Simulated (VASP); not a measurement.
Set up this calculation in VASP 6.6.1, as the native input.

```
Task                   : single point
Functional             : PBE
Potentials or basis    : VASP PAW PBE potentials, release 64 (Ge_d)
Cutoff                 : 520 eV
k mesh                 : 14 × 14 × 14
Occupations            : gaussian, width 0.1 eV
Spin                   : no spin polarisation
Dipole correction      : no
Further INCAR settings : ALGO = Normal; EDIFF = 1e-06; NBANDS = 21
```

The structure of Ge lies in POSCAR:

```
Ge
1.0
    0.0000000000      2.7603719122      2.7603719122
    2.7603719122      0.0000000000      2.7603719122
    2.7603719122      2.7603719122      0.0000000000
Ge
2
Direct
    0.0000000000      0.0000000000      0.0000000000
    0.2500000000      0.2500000000      0.2500000000
```

This cell differs from its parent crystal: volume scaled by 0.88.

The input as run:

INCAR

```
ALGO = Normal ; EDIFF = 1E-6
ENCUT = 520 ; GGA = PE
ISIF = 2 ; ISMEAR = 0
LASPH = T ; LCHARG = F
LREAL = F ; LWAVE = F
NBANDS = 21 ; NELM = 100
PREC = Accurate ; SIGMA = 0.1
```

KPOINTS

```
k-points
0
Gamma
  14 14 14
```

Potentials or basis: VASP PAW PBE potentials, release 64 (Ge_d).

The run is started by

```sh
$ cat potpaw_PBE.64/Ge_d/POTCAR > POTCAR
$ mpirun -np 1 vasp_std > vasp.out
```

Results of the run:

The pressure is 10.2 GPa and the band gap on the k mesh is 0.42 eV, indirect (least direct gap 0.73 eV).

Run time: 35 s on 1 thread of Intel(R) Xeon(R) 6975P-C (Granite Rapids), on a shared host, peak memory 0.21 GiB.
